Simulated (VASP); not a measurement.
# Hg (C2/m) in VASP: further runs

Hg is run at these levels: PBE, revPBE; tasks: single point.

Program: VASP 6.6.1. These are calculated values, not measurements. Logs are shortened: lines on timing, memory, paths and dates and some standing lists are left out, and cuts for length are marked.

**1. The cell of the first run**

The structure is monoclinic, space group C2/m (No. 12). Conventional cell: a = 4.468 Å, b = 4.092 Å, c = 3.060 Å, α = 90.00°, β = 96.54°, γ = 90.00°. Within 4.0 Å of Hg (site symmetry 2/m) lie 6 Hg at 3.03 to 3.06 Å.

**2. Single point, PBE**

Input file INCAR:

```
SYSTEM = Hg
ALGO = Normal ; EDIFF = 1E-6
ENCUT = 500 ; GGA = PE
GGA_COMPAT = .False. ; ISIF = 2
ISMEAR = 0 ; ISYM = 0
LASPH = .True. ; LCHARG = .False.
LREAL = .False. ; LWAVE = .False.
NBANDS = 12 ; NELECT = 11.0
NELM = 120 ; PREC = Accurate
SIGMA = 0.11
```

Input file KPOINTS:

```
Automatic mesh
0
Gamma
  3 1 4
  0.25 0.25 0.25
```

Input file POSCAR:

```
Hg
1.0
    2.2339762741     -2.0458582601      0.0000000000
    2.2339762741      2.0458582601      0.0000000000
   -0.3487351701      0.0000000000      3.0398006871
Hg
1
Direct
    0.5000000000      0.5000000000      0.5000000000
```

Potentials or basis: VASP PAW PBE potentials, release 64 (Hg).

Command:

```console
$ cat potpaw_PBE.64/Hg/POTCAR > POTCAR
$ mpirun -np 1 vasp_std > vasp.out
```

OUTCAR:

```text
SYSTEM = Hg
   EDIFF = 1E-6
   ENCUT = 500
   GGA = PE
   ISIF = 2
   ISMEAR = 0
   ISYM = 0
   LASPH = .True.
   LREAL = .False.
   NELECT = 11.0
   NELM = 120
   PREC = Accurate

 ion  position               nearest neighbor table
   1  0.500  0.500  0.500-

IMPORTANT INFORMATION: All symmetrisations will be switched off!
NOSYMM: (Re-)initialisation of all symmetry stuff for point group C_1.

----------------------------------------------------------------------------------------

                                     Primitive cell

  volume of cell :      27.7862

  direct lattice vectors                    reciprocal lattice vectors
     2.233976274 -2.045858260  0.000000000     0.223816164 -0.244396208  0.025676870
     2.233976274  2.045858260  0.000000000     0.223816164  0.244396208  0.025676870
    -0.348735170  0.000000000  3.039800687     0.000000000  0.000000000  0.328968937

  length of vectors
     3.029222015  3.029222015  3.059739276     0.332389054  0.332389054  0.328968937

  position of ions in fractional coordinates (direct lattice)
     0.500000000  0.500000000  0.500000000

  ion indices of the primitive-cell ions
   primitive index   ion index
                 1           1

----------------------------------------------------------------------------------------

 KPOINTS: Automatic mesh

Automatic generation of k-mesh.
 Grid dimensions read from file:
 generate k-points for:    3    1    4

 Generating k-lattice:

  Cartesian coordinates                     Fractional coordinates (reciprocal lattice)
     0.074605388 -0.081465403  0.008558957     0.333333333  0.000000000  0.000000000
     0.223816164  0.244396208  0.025676870    -0.000000000  1.000000000  0.000000000
     0.000000000  0.000000000  0.082242234     0.000000000  0.000000000  0.250000000

  Length of vectors
     0.110796351  0.332389054  0.082242234

  Shift w.r.t. Gamma in fractional coordinates (k-lattice)
     0.250000000  0.250000000  0.250000000

 -----------------------------------------------------------------------------
|                                                                             |
|           W    W    AA    RRRRR   N    N  II  N    N   GGGG   !!!           |
|           W    W   A  A   R    R  NN   N  II  NN   N  G    G  !!!           |
|           W    W  A    A  R    R  N N  N  II  N N  N  G       !!!           |
|           W WW W  AAAAAA  RRRRR   N  N N  II  N  N N  G  GGG   !            |
|           WW  WW  A    A  R   R   N   NN  II  N   NN  G    G                |
|           W    W  A    A  R    R  N    N  II  N    N   GGGG   !!!           |
|                                                                             |
|     Your reciprocal lattice and k-lattice belong to different lattice       |
|     classes:                                                                |
|                                                                             |
|        The reciprocal lattice is base-centered monoclinic,                  |
|        whereas your k-lattice is triclinic.                                 |
|                                                                             |
|     Results are often still useful ...                                      |
|                                                                             |
 -----------------------------------------------------------------------------

 WARNING: IBZKPT: internal override: KBLOWUP is changed to .FALSE.
      ... skipping the blow-up phase ...

 Subroutine IBZKPT returns following result:
 ===========================================

 Found     12 irreducible k-points:

 Following reciprocal coordinates:
            Coordinates               Weight
  0.083333  0.250000  0.062500      1.000000
  0.416667  0.250000  0.062500      1.000000
 -0.250000  0.250000  0.062500      1.000000
  0.083333  0.250000  0.312500      1.000000
  0.416667  0.250000  0.312500      1.000000
 -0.250000  0.250000  0.312500      1.000000
  0.083333  0.250000 -0.437500      1.000000
  0.416667  0.250000 -0.437500      1.000000
 -0.250000  0.250000 -0.437500      1.000000
  0.083333  0.250000 -0.187500      1.000000
  0.416667  0.250000 -0.187500      1.000000
 -0.250000  0.250000 -0.187500      1.000000
   k-points           NKPTS =     12   k-points in BZ     NKDIM =     12   number of bands    NBANDS=     12
   number of dos      NEDOS =    301   number of ions     NIONS =      1
   total plane-waves  NPLWV =  13824
   dimension x,y,z NGX =    24 NGY =   24 NGZ =   24
   dimension x,y,z NGXF=    48 NGYF=   48 NGZF=   48
   ions per type =               1
   NGX,Y,Z   is equivalent  to a cutoff of  13.17, 13.17, 13.04 a.u.
   NGXF,Y,Z  is equivalent  to a cutoff of  26.34, 26.34, 26.08 a.u.
 SYSTEM =  Hg
   PREC   = accura    normal or accurate (medium, high low for compatibility)
   ISTART =      0    job   : 0-new  1-cont  2-samecut
   ICHARG =      2    charge: 1-file 2-atom 10-const
   ISPIN  =      1    spin polarized calculation?
   LNONCOLLINEAR =      F non collinear calculations
   LSORBIT =      F    spin-orbit coupling
   LASPH  =      T    aspherical Exc in radial PAW
   ENCUT  =  500.0 eV  36.75 Ry    6.06 a.u.   5.52  5.52  5.58*2*pi/ulx,y,z
   NELM   =    120;   NELMIN=  2; NELMDL= -5     # of ELM steps
   EDIFF  = 0.1E-05   stopping-criterion for ELM
   LREAL  =      F    real-space projection
   EDIFFG = 0.1E-04   stopping-criterion for IOM
   NSW    =      0    number of steps for IOM
   IBRION =     -1    ionic relax: 0-MD 1-quasi-New 2-CG
   NFREE  =      0    steps in history (QN), initial steepest desc. (CG)
   ISIF   =      2    stress and relaxation
   ISYM   =      0    0-nonsym 1-usesym 2-fastsym
   POTIM  = 0.5000    time-step for ionic-motion
   TEBEG  =    0.0;   TEEND  =   0.0 temperature during run
   PSTRESS=    0.0 pullay stress
   NELECT =      11.0000    total number of electrons
   NUPDOWN=      -1.0000    fix difference up-down
   EMIN   =  10.00;   EMAX   =-10.00  energy-range for DOS
   EFERMI =   0.00;   METHOD = LEGACY
   ISMEAR =     0;   SIGMA  =   0.11  broadening in eV -4-tet -1-fermi 0-gaus
   EFERMI_NEDOS =   21; number of points for ismear=-14 and -15
   IALGO  =     38    algorithm
   IMIX   =      4    mixing-type and parameters
     AMIX     =   0.40;   BMIX     =  1.00
     AMIX_MAG =   1.60;   BMIX_MAG =  1.00
  volume/ion in A,a.u.               =      27.79       187.51
  Fermi-wavevector in a.u.,A,eV,Ry     =   1.202069  2.271581 19.660002  1.444969
  Thomas-Fermi vector in A             =   2.337860
   LORBIT       =      0    0 simple, 1 ext, 2 COOP (PROOUT), +10 PAW based schemes
   GGA     = PE    functional components
   LHFCALC =     F    Hartree Fock is set to
   AEXX    =    0.0000 exact exchange contribution
   IVDW    =     0    specifies the selected vdW correction
   LEPSILON=     F    determine dielectric tensor
   LRPA    =     F    only Hartree local field effects (RPA)
 non-spin polarized calculation
 Gauss-broadening in eV      SIGMA  =   0.11
  energy-cutoff  :      500.00
  volume of cell :       27.79
 maximum number of plane-waves:       714
 NGX is ok and might be reduce to    24
   NGX = 11   NGY = 11   NGZ = 11

 number of electron      11.0000004 magnetization

 Free energy of the ion-electron system (eV)
  ---------------------------------------------------
  ext. energy  EPLUGINS =         0.00000000
  ---------------------------------------------------
  free energy    TOTEN  =        -0.44695663 eV

  energy without entropy =       -0.44383793  energy(sigma->0) =       -0.44539728

 E-fermi :  -1.3404     XC(G=0):  -9.0562

 val. band max:       -1.4632089016   @ k =  -0.2500   0.2500   0.3125
 cond. band min:      -1.2113051442   @ k =   0.4167   0.2500   0.0625
 fundamental gap:      0.2519037574
 Fermi energy:        -1.3403757349

 k-point     1 :       0.0833    0.2500    0.0625
  band No.  band energies     occupation
      1      -6.2143      2.00000
      2      -5.8886      2.00000
      3      -4.8236      2.00000
      4      -4.7442      2.00000
      5      -4.5671      2.00000
      6      -4.1539      2.00000
      7       6.8418      0.00000
      8      12.0409      0.00000
      9      13.0047      0.00000
     10      17.9669      0.00000
     11      18.8467      0.00000
     12      20.8102      0.00000

 k-point     2 :       0.4167    0.2500    0.0625
  band No.  band energies     occupation
      1      -5.9428      2.00000
      2      -5.4826      2.00000
      3      -5.0518      2.00000
      4      -4.8769      2.00000
      5      -4.6305      2.00000
      6      -1.2113      0.09704
      7       3.7379      0.00000
      8       9.8098      0.00000
      9      13.1686      0.00000
     10      14.1247      0.00000
     11      19.3652      0.00000
     12      22.1833      0.00000

 k-point     3 :      -0.2500    0.2500    0.0625
  band No.  band energies     occupation
      1      -6.0046      2.00000
      2      -5.3710      2.00000
      3      -5.1631      2.00000
      4      -4.8451      2.00000
      5      -4.6909      2.00000
      6      -3.0365      2.00000
      7       7.1374      0.00000
      8       7.4563      0.00000
      9      14.1472      0.00000
     10      18.1936      0.00000
     11      18.8413      0.00000
     12      20.3833      0.00000
[... 106 lines left out ...]
 k-point    11 :       0.4167    0.2500   -0.1875
  band No.  band energies     occupation
      1      -5.4762      2.00000
      2      -5.4526      2.00000
      3      -5.2703      2.00000
      4      -4.9326      2.00000
      5      -4.7962      2.00000
      6      -1.1278      0.00627
      7       4.5375      0.00000
      8      10.8810      0.00000
      9      13.1983      0.00000
     10      13.9792      0.00000
     11      15.9780      0.00000
     12      19.7977      0.00000

 k-point    12 :      -0.2500    0.2500   -0.1875
  band No.  band energies     occupation
      1      -5.6235      2.00000
      2      -5.3302      2.00000
      3      -5.1715      2.00000
      4      -4.9469      2.00000
      5      -4.9180      2.00000
      6      -2.5496      2.00000
      7       7.3708      0.00000
      8       8.3920      0.00000
      9      10.6138      0.00000
     10      17.0199      0.00000
     11      19.0183      0.00000
     12      20.6002      0.00000

------------------------ aborting loop because EDIFF is reached ----------------------------------------

  FORCE on cell =-STRESS in cart. coord.  units (eV):
  Direction    XX          YY          ZZ          XY          YZ          ZX
  --------------------------------------------------------------------------------------
  -------------------------------------------------------------------------------------
  Total       -7.8325918     -6.2963266     -6.9684205      0.2151529      0.4310882      0.2976081
  in kB     -451.6342532   -363.0518296   -401.8053604     12.4059104     24.8569307     17.1603469
  external PRESSURE =    -405.4971477 kB  Pullay stress =       0.0000000 kB

 VOLUME and BASIS-vectors are now :
 -----------------------------------------------------------------------------
  energy-cutoff  :      500.00
  volume of cell :       27.79
      direct lattice vectors                 reciprocal lattice vectors
     2.233976274 -2.045858260  0.000000000     0.223816164 -0.244396208  0.025676870
     2.233976274  2.045858260  0.000000000     0.223816164  0.244396208  0.025676870
    -0.348735170  0.000000000  3.039800687     0.000000000  0.000000000  0.328968937

 POSITION                                       TOTAL-FORCE (eV/Angst)
 -----------------------------------------------------------------------------------
      2.05961      0.00000      1.51990        -0.000000      0.000000      0.000000
 -----------------------------------------------------------------------------------
    total drift:                               -0.000000      0.000000      0.000000

  FREE ENERGIE OF THE ION-ELECTRON SYSTEM (eV)
  ---------------------------------------------------
  free  energy   TOTEN  =        -0.4469566336 eV

  energy  without entropy=       -0.4438379306  energy(sigma->0) =       -0.44539728
```

It took 5.9 s on 1 thread of Intel Xeon Platinum 8175M at 2.50GHz (Skylake/Cascade Lake), shared host; peak memory 0.13 GiB.

Results:

| Item | Value |
| --- | --- |
| Free energy | -0.4470 eV |

Levels at points of the mesh, in eV from the Fermi level:
| k point | band 2 | band 3 | band 4 | band 5 | band 6 | band 7 | band 8 | band 9 |
| --- | --- | --- | --- | --- | --- | --- | --- | --- |
| (0.08, 0.25, 0.06) | -4.55 | -3.48 | -3.40 | -3.23 | -2.81 | 8.18 | 13.38 | 14.35 |

Caveat: the k points lie up to 2.09 Å⁻¹ apart; the cell carries a net charge on a neutralising background, which shifts energy and pressure; the cell is charged against a uniform background, so pressure and absolute levels hang on convention; spin-orbit coupling is left out, which moves the levels of the heavy elements.

[end of part 1 of 2]
